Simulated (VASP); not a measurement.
# CaO (Fm-3m) in VASP: a series of runs

Runs on CaO. Level: PBEsol. Tasks: vibrations by perturbation theory.

Program: VASP 6.6.1. These are calculated values, not measurements. Logs are shortened: lines on timing, memory, paths and dates and some standing lists are left out, and cuts for length are marked.

## Step 1: The cell of the first run

The structure is cubic, space group Fm-3m (No. 225). The conventional cell has a = 4.767 Å, b = 4.767 Å, c = 4.767 Å, α = 90.00°, β = 90.00°, γ = 90.00°. Within 3.1 Å of Ca (site symmetry m-3m) lie 6 O at 2.38 Å. Within 3.1 Å of O (site symmetry m-3m) lie 6 Ca at 2.38 Å.

## Step 2: Vibrations by perturbation theory, PBEsol

Input file INCAR:

```
ALGO     = Normal         # electronic algorithm
EDIFF    = 1E-8           # SCF threshold, eV
ENCUT    = 520            # plane-wave cutoff, eV
GGA      = PS             # functional
IBRION   = 8              # ionic algorithm
ISIF     = 2              # what is computed and relaxed
ISMEAR   = 0              # smearing method
LASPH    = T              # aspherical terms in the spheres
LCHARG   = T              # write CHGCAR
LREAL    = F              # projectors in reciprocal space
LWAVE    = F              # write WAVECAR
NBANDS   = 15             # bands
NELM     = 60             # most SCF steps
NSW      = 1              # ionic steps
PREC     = Accurate       # precision mode
SIGMA    = 0.01           # smearing width, eV
```

Input file KPOINTS:

```
k-points
0
Gamma
  8 8 8
```

Input file POSCAR:

```
CaO
1.0
    2.3835762605      2.3835762605      0.0000000000
   -2.3835762605      2.3835762605      0.0000000000
    0.0000000000      2.3835762605      2.3835762605
Ca O
1 1
Direct
    0.0000000000      0.0000000000      0.0000000000
    0.5000000000      0.5000000000      0.0000000000
```

Potentials or basis: VASP PAW PBE potentials, release 64 (Ca_sv, O).

Started as:

```sh
$ cat potpaw_PBE.64/Ca_sv/POTCAR potpaw_PBE.64/O/POTCAR > POTCAR
$ mpirun -np 1 vasp_std > vasp.out
```

OUTCAR:

```text
EDIFF = 1E-8
   ENCUT = 520
   GGA = PS
   IBRION = 8
   ISIF = 2
   ISMEAR = 0
   LASPH = T
   LREAL = F
   NELM = 60
   NSW = 1
   PREC = Accurate

 ion  position               nearest neighbor table
   1  0.000  0.000  0.000-   2 2.38   2 2.38   2 2.38   2 2.38   2 2.38   2 2.38
   2  0.500  0.500  0.000-   1 2.38   1 2.38   1 2.38   1 2.38   1 2.38   1 2.38

  LATTYP: Found a face centered cubic cell.
 ALAT       =     4.7671525210

  Lattice vectors:

 A1 = (   0.0000000000,   2.3835762605,   2.3835762605)
 A2 = (   2.3835762605,   0.0000000000,   2.3835762605)
 A3 = (   2.3835762605,   2.3835762605,   0.0000000000)

Analysis of symmetry for initial positions (statically):
=====================================================================
 Subroutine PRICEL returns:
 Original cell was already a primitive cell.

 Routine SETGRP: Setting up the symmetry group for a
 face centered cubic supercell.

 Subroutine GETGRP returns: Found 48 space group operations
 (whereof 48 operations were pure point group operations)
 out of a pool of 48 trial point group operations.

The static configuration has the point symmetry O_h .

Analysis of symmetry for dynamics (positions and initial velocities):
=====================================================================
 Subroutine PRICEL returns:
 Original cell was already a primitive cell.

 Routine SETGRP: Setting up the symmetry group for a
 face centered cubic supercell.

 Subroutine GETGRP returns: Found 48 space group operations
 (whereof 48 operations were pure point group operations)
 out of a pool of 48 trial point group operations.

The dynamic configuration has the point symmetry O_h .

 Subroutine INISYM returns: Found 48 space group operations
 (whereof 48 operations are pure point group operations),
 and found     1 'primitive' translations

----------------------------------------------------------------------------------------

                                     Primitive cell

  volume of cell :      27.0843

  direct lattice vectors                    reciprocal lattice vectors
     2.383576260  2.383576260  0.000000000     0.209768829  0.209768829 -0.209768829
    -2.383576260  2.383576260  0.000000000    -0.209768829  0.209768829 -0.209768829
     0.000000000  2.383576260  2.383576260     0.000000000  0.000000000  0.419537657

  length of vectors
     3.370885875  3.370885875  3.370885875     0.363330269  0.363330269  0.419537657

  position of ions in fractional coordinates (direct lattice)
     0.000000000  0.000000000  0.000000000
     0.500000000  0.500000000  0.000000000

  ion indices of the primitive-cell ions
   primitive index   ion index
                 1           1
                 2           2

----------------------------------------------------------------------------------------

 KPOINTS: k-points

Automatic generation of k-mesh.
 Grid dimensions read from file:
 generate k-points for:    8    8    8

 Generating k-lattice:

  Cartesian coordinates                     Fractional coordinates (reciprocal lattice)
     0.026221104  0.026221104 -0.026221104     0.125000000  0.000000000  0.000000000
    -0.026221104  0.026221104 -0.026221104     0.000000000  0.125000000  0.000000000
     0.000000000  0.000000000  0.052442207     0.000000000  0.000000000  0.125000000

  Length of vectors
     0.045416284  0.045416284  0.052442207

  Shift w.r.t. Gamma in fractional coordinates (k-lattice)
     0.000000000  0.000000000  0.000000000

 Subroutine IBZKPT returns following result:
[... 85 lines left out ...]
 NGX is ok and might be reduce to    28
   NGX = 13   NGY = 13   NGZ = 13

--------------------------------------- Ionic step        1  -------------------------------------------

 number of electron      15.9999997 magnetization

 Free energy of the ion-electron system (eV)
  ---------------------------------------------------
  ext. energy  EPLUGINS =         0.00000000
  ---------------------------------------------------
  free energy    TOTEN  =       -13.41079870 eV

  energy without entropy =      -13.41079870  energy(sigma->0) =      -13.41079870

 E-fermi :   2.4098     XC(G=0): -10.8588

 val. band max:        2.3354253639   @ k =   0.0000   0.0000   0.0000
 cond. band min:       5.8576150433   @ k =   0.5000   0.5000   0.0000
 fundamental gap:      3.5221896794
 Fermi energy:         2.4097975728

 k-point     1 :       0.0000    0.0000    0.0000
  band No.  band energies     occupation
      1     -34.9520      2.00000
      2     -15.7740      2.00000
      3     -15.7740      2.00000
      4     -15.7740      2.00000
      5     -13.1569      2.00000
      6       2.3354      2.00000
      7       2.3354      2.00000
      8       2.3354      2.00000
      9       7.0996      0.00000
     10       8.5857      0.00000
     11       8.5857      0.00000
     12       8.5857      0.00000
     13      10.1664      0.00000
     14      10.1664      0.00000
[... 401 lines left out ...]
      2     -16.7914      2.00000
      3     -16.0429      2.00000
      4     -15.9147      2.00000
      5     -12.1268      2.00000
      6       0.2031      2.00000
      7       1.1652      2.00000
      8       1.2293      2.00000
      9       9.1361      0.00000
     10       9.1994      0.00000
     11      11.2661      0.00000
     12      11.4685      0.00000
     13      12.7919      0.00000
     14      14.4417      0.00000
     15      16.4088      0.00000

 [... further k-points ...]

------------------------ aborting loop because EDIFF is reached ----------------------------------------

  FORCE on cell =-STRESS in cart. coord.  units (eV):
  Direction    XX          YY          ZZ          XY          YZ          ZX
  --------------------------------------------------------------------------------------
  -------------------------------------------------------------------------------------
  Total        0.1107561      0.1107561      0.1107561      0.0000000      0.0000000     -0.0000000
  in kB        6.5518082      6.5518082      6.5518082      0.0000000      0.0000000     -0.0000000
  external PRESSURE =       6.5518082 kB  Pullay stress =       0.0000000 kB

 VOLUME and BASIS-vectors are now :
 -----------------------------------------------------------------------------
  energy-cutoff  :      520.00
  volume of cell :       27.08
      direct lattice vectors                 reciprocal lattice vectors
     2.383576260  2.383576260  0.000000000     0.209768829  0.209768829 -0.209768829
    -2.383576260  2.383576260  0.000000000    -0.209768829  0.209768829 -0.209768829
     0.000000000  2.383576260  2.383576260     0.000000000  0.000000000  0.419537657

 POSITION                                       TOTAL-FORCE (eV/Angst)
 -----------------------------------------------------------------------------------
      0.00000      0.00000      0.00000         0.000000      0.000000      0.000000
      0.00000      2.38358      0.00000        -0.000000     -0.000000      0.000000
 -----------------------------------------------------------------------------------
    total drift:                               -0.000000      0.000000     -0.000000

  FREE ENERGIE OF THE ION-ELECTRON SYSTEM (eV)
  ---------------------------------------------------
  free  energy   TOTEN  =       -13.4107986987 eV

  energy  without entropy=      -13.4107986987  energy(sigma->0) =      -13.41079870

[... ionic steps 2 to 3 ...]

--------------------------------------- Ionic step        4  -------------------------------------------

------------------------ aborting loop because EDIFF is reached ----------------------------------------

[... ionic steps 5 to 6 ...]

--------------------------------------- Ionic step        7  -------------------------------------------

 Free energy of the ion-electron system (eV)
  ---------------------------------------------------
  ---------------------------------------------------
  free energy    TOTEN  =        -0.36192643 eV

  energy without entropy =       -0.36192643

------------------------ aborting loop because EDIFF is reached ----------------------------------------

 INTERNAL STRAIN TENSOR  FOR ION    2  DIRECTION 1   (eV/Angst):
 -----------------------------------------------------------------------------
    -0.01710 -0.00000 -0.00000
    -0.00000  0.01163  0.00000
    -0.00000  0.00000  0.01163

 INTERNAL STRAIN TENSOR FOR ION    2 for displacements in x,y,z  (eV/Angst):
          X           Y           Z          XY          YZ          ZX
  --------------------------------------------------------------------------------
  x     0.00000     0.00000     0.00000     0.00000     0.00000     0.00000
  y     0.00000     0.00000     0.00000     0.00000     0.00000     0.00000
  z     0.00000     0.00000     0.00000     0.00000     0.00000     0.00000

 SECOND DERIVATIVES (NOT SYMMETRIZED)
 ------------------------------------
               1X          1Y          1Z          2X          2Y          2Z
  1X    -3.288025   -0.000000    0.000000    3.288025    0.000000   -0.000000
  1Y     0.000000   -3.288025   -0.000000   -0.000000    3.288025    0.000000
  1Z    -0.000000   -0.000000   -3.288025    0.000000    0.000000    3.288025
  2X     3.279369    0.000000   -0.000000   -3.279369   -0.000000    0.000000
  2Y    -0.000000    3.279369    0.000000    0.000000   -3.279369   -0.000000
  2Z     0.000000    0.000000    3.279369   -0.000000   -0.000000   -3.279369

 Eigenvectors and eigenvalues of the dynamical matrix
 ----------------------------------------------------

   1 f  =    8.375151 THz    52.622629 2PiTHz  279.364983 cm-1    34.636828 meV
             X         Y         Z           dx          dy          dz
      0.000000  0.000000  0.000000     0.534654   -0.000000   -0.000000
      0.000000  2.383576  0.000000    -0.845071    0.000000   -0.000000
[... 21 lines left out ...]
   6 f/i=    0.004988 THz     0.031338 2PiTHz    0.166367 cm-1     0.020627 meV
             X         Y         Z           dx          dy          dz
      0.000000  0.000000  0.000000    -0.029525    0.826289    0.174698
      0.000000  2.383576  0.000000    -0.018679    0.522771    0.110527

--------------------------------------------------------------------------------------------------------

 ELASTIC MODULI CONTR FROM IONIC RELAXATION (kBar)
 Direction    XX          YY          ZZ          XY          YZ          ZX
 --------------------------------------------------------------------------------
 XX           0.0000      0.0000      0.0000      0.0000      0.0000      0.0000
 YY           0.0000      0.0000      0.0000      0.0000      0.0000      0.0000
 ZZ           0.0000      0.0000      0.0000      0.0000      0.0000      0.0000
 XY           0.0000      0.0000      0.0000      0.0000      0.0000      0.0000
 YZ           0.0000      0.0000      0.0000      0.0000      0.0000      0.0000
 ZX           0.0000      0.0000      0.0000      0.0000      0.0000      0.0000
 --------------------------------------------------------------------------------
```

It took 73 s on 1 thread of Intel Xeon 6975P-C (Granite Rapids), shared host; peak memory 0.21 GiB.

Results:

```yaml
Highest_phonon_frequency_at_Γ_LO-TO_splitting_left_out: 279 cm⁻¹
```

Phonon frequencies in cm⁻¹ (negative: imaginary):
```csv
q point,frequencies
"(0.000, 0.000, 0.000)",0 0 0 279 279 279
```

Caveat: the PAW data sets were made with another functional, which shifts forces and pressure a little.

## Step 3: Vibrations by perturbation theory, PBEsol

This run uses another cell than the first one, of 13.79 Å³/atom.

Input file INCAR:

```
SYSTEM = CaO
  PREC = Accurate
  ENCUT = 520
  EDIFF = 1E-8
  ISMEAR = 0
  SIGMA = 0.01
  LREAL = .FALSE.
  LASPH = .TRUE.
  NELM = 80
  ALGO = Normal
  ISIF = 2
  LWAVE = .FALSE.
  LCHARG = .TRUE.
  GGA = PS
  NBANDS = 15
  IBRION = 8
  NSW = 1
```

Input file KPOINTS:

```
regular mesh
0
G
  8 8 8
  0 0 0
```

Input file POSCAR:

```
CaO
1.0
    2.3978470260      2.3978470260      0.0000000000
   -2.3978470260      2.3978470260      0.0000000000
    0.0000000000      2.3978470260      2.3978470260
Ca O
1 1
Direct
    0.0000000000      0.0000000000      0.0000000000
    0.5000000000      0.5000000000      0.0000000000
```

Potentials or basis: VASP PAW PBE potentials, release 64 (Ca_sv, O).

Started as:

```sh
$ cat potpaw_PBE.64/Ca_sv/POTCAR potpaw_PBE.64/O/POTCAR > POTCAR
$ mpirun -np 1 vasp_std > vasp.out
```

OUTCAR:

```text
SYSTEM = CaO
   PREC = Accurate
   ENCUT = 520
   EDIFF = 1E-8
   ISMEAR = 0
   LREAL = .FALSE.
   LASPH = .TRUE.
   NELM = 80
   ISIF = 2
   GGA = PS
   IBRION = 8
   NSW = 1

 ion  position               nearest neighbor table
   1  0.000  0.000  0.000-   2 2.40   2 2.40   2 2.40   2 2.40   2 2.40   2 2.40
   2  0.500  0.500  0.000-   1 2.40   1 2.40   1 2.40   1 2.40   1 2.40   1 2.40

  LATTYP: Found a face centered cubic cell.
 ALAT       =     4.7956940520

  Lattice vectors:

 A1 = (   0.0000000000,   2.3978470260,   2.3978470260)
 A2 = (   2.3978470260,   0.0000000000,   2.3978470260)
 A3 = (   2.3978470260,   2.3978470260,   0.0000000000)

Analysis of symmetry for initial positions (statically):
=====================================================================
 Subroutine PRICEL returns:
[... 663 lines left out ...]

------------------------ aborting loop because EDIFF is reached ----------------------------------------

 INTERNAL STRAIN TENSOR  FOR ION    2  DIRECTION 1   (eV/Angst):
 -----------------------------------------------------------------------------
    -0.01627 -0.00000 -0.00000
     0.00000  0.01099  0.00000
     0.00000  0.00000  0.01099

 INTERNAL STRAIN TENSOR FOR ION    2 for displacements in x,y,z  (eV/Angst):
          X           Y           Z          XY          YZ          ZX
  --------------------------------------------------------------------------------
  x     0.00000     0.00000     0.00000     0.00000     0.00000     0.00000
  y     0.00000     0.00000     0.00000     0.00000     0.00000     0.00000
  z     0.00000     0.00000     0.00000     0.00000     0.00000     0.00000

 SECOND DERIVATIVES (NOT SYMMETRIZED)
 ------------------------------------
               1X          1Y          1Z          2X          2Y          2Z
  1X    -2.985978   -0.000000    0.000000    2.985978    0.000000   -0.000000
  1Y     0.000000   -2.985978   -0.000000   -0.000000    2.985978    0.000000
  1Z     0.000000    0.000000   -2.985978   -0.000000   -0.000000    2.985978
  2X     2.963217    0.000000    0.000000   -2.963217    0.000000    0.000000
  2Y     0.000000    2.963217    0.000000    0.000000   -2.963217    0.000000
  2Z     0.000000    0.000000    2.963217    0.000000    0.000000   -2.963217

 Eigenvectors and eigenvalues of the dynamical matrix
 ----------------------------------------------------

   1 f  =    7.966943 THz    50.057782 2PiTHz  265.748626 cm-1    32.948615 meV
             X         Y         Z           dx          dy          dz
      0.000000  0.000000  0.000000    -0.535613    0.000000   -0.000000
      0.000000  2.397847  0.000000     0.844464   -0.000000    0.000000
[... 21 lines left out ...]
   6 f/i=    0.013786 THz     0.086622 2PiTHz    0.459865 cm-1     0.057016 meV
             X         Y         Z           dx          dy          dz
      0.000000  0.000000  0.000000    -0.000182    0.479198    0.695333
      0.000000  2.397847  0.000000    -0.000115    0.303938    0.441024

--------------------------------------------------------------------------------------------------------

 ELASTIC MODULI CONTR FROM IONIC RELAXATION (kBar)
 Direction    XX          YY          ZZ          XY          YZ          ZX
 --------------------------------------------------------------------------------
 XX           0.0000      0.0000      0.0000      0.0000      0.0000      0.0000
 YY           0.0000      0.0000      0.0000      0.0000      0.0000      0.0000
 ZZ           0.0000      0.0000      0.0000      0.0000      0.0000      0.0000
 XY           0.0000      0.0000      0.0000      0.0000      0.0000      0.0000
 YZ           0.0000      0.0000      0.0000      0.0000      0.0000      0.0000
 ZX           0.0000      0.0000      0.0000      0.0000      0.0000      0.0000
 --------------------------------------------------------------------------------
```

Wall time 84 s (1 thread of Intel Xeon 6975P-C (Granite Rapids), shared host); peak memory 0.21 GiB.

Results:

```yaml
Highest_phonon_frequency_at_Γ_LO-TO_splitting_left_out: 266 cm⁻¹
```

Phonon frequencies in cm⁻¹ (negative: imaginary):
| q point | frequencies |
| --- | --- |
| (0.000, 0.000, 0.000) | 0 0 0 266 266 266 |

Caveat: the cell stands under pressure or tension, which shifts response properties; the PAW data sets were made with another functional, which shifts forces and pressure a little.
